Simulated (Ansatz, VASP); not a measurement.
## LiBe: VASP beside Ansatz

Contents of INCAR:

```
  PREC = Accurate
  ENCUT = 520
  EDIFF = 1E-6
  ISMEAR = 1
  SIGMA = 0.1
  LREAL = False
  LASPH = True
  NELM = 80
  ALGO = Normal
  ISIF = 2
  LWAVE = False
  LCHARG = False
  GGA = PS
  NBANDS = 10
```

KPOINTS

```
regular mesh
0
Gamma
  9 9 9
```

The input POSCAR:

```
LiBe
1.0
    2.8111530000      0.0000000000      0.0000000000
    0.0000000000      2.8111530000      0.0000000000
    0.0000000000      0.0000000000      2.8111530000
Li Be
1 1
Direct
    0.0355725925      0.0000000000      0.0000000000
    0.5000000000      0.5000000000      0.5000000000
```

Input for Ansatz:

```yaml
crystal:
  lattice:
    - [2.811153, 0.0, 0.0]
    - [0.0, 2.811153, 0.0]
    - [0.0, 0.0, 2.811153]
  atoms:
    - { symbol: Li, position: [0.03557259245583574, 0.0, 0.0] }
    - { symbol: Be, position: [0.5, 0.5, 0.5] }
kpoints:
  mp_grid:
    grid: [9, 9, 9]
hamiltonian:
  xc: pbesol
scf:
  convergence:
    dr2_threshold: 1.0e-07
  occupations:
    method: cold
    width: 0.1
output:
  forces: true
```

Alike in both runs: task single point; functional PBEsol; k mesh 9 × 9 × 9; no spin polarisation.

|  | VASP | Ansatz |
| --- | --- | --- |
| version | VASP 6.6.1 | Ansatz 0.2.0 |
| potentials or method | VASP PAW PBE potentials, release 64 (Li_sv, Be) | plane waves, PAW |
| plane-wave cutoff (eV) | 520 | 420 |
| occupations | methfessel-paxton of order 1, width 0.1 eV | cold, width 0.1 eV |
| valence electrons in the cell | 5 | 5 |

|  | VASP | Ansatz | Ansatz less VASP |
| --- | --- | --- | --- |
| rms of the force components (eV/Å) | 0.255 | 0.254 | -0.0010 |

VASP's potentials were made for PBE, not for PBEsol. Atom by atom the forces differ by 0.001 eV/Å (rms over components).

Noted on VASP's run: the cutoff is short for stress, so the pressure is rough.
